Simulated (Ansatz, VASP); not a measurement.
## One calculation of PbS, two programs

```
Pb S
1.0
     2.10051    1.21273    3.43019
    -2.10051    1.21273    3.43019
     0.00000   -2.42546    3.43019
Pb S
1 1
Direct
  0.97814 0.97814 0.97814
  0.47746 0.47746 0.47746
```

Alike in both runs: task single point; functional PBE; k mesh 8 × 8 × 8; no spin polarisation.

|  | VASP | Ansatz |
| --- | --- | --- |
| version | VASP 6.6.1 | Ansatz 0.2.0 |
| potentials or method | VASP PAW PBE potentials, release 64 (Pb_d, S) | plane waves, PAW |
| plane-wave cutoff (eV) | 520 | 420 |
| occupations | gaussian, width 0.01 eV | fixed |
| valence electrons in the cell | 20 | 20 |

```csv
,VASP,Ansatz,Ansatz less VASP
gap on the k mesh at the Fermi level (eV),0.38,0.38,-0.007
pressure (GPa),1.8,1.9,+0.09
```

Neither program's run includes spin-orbit coupling.
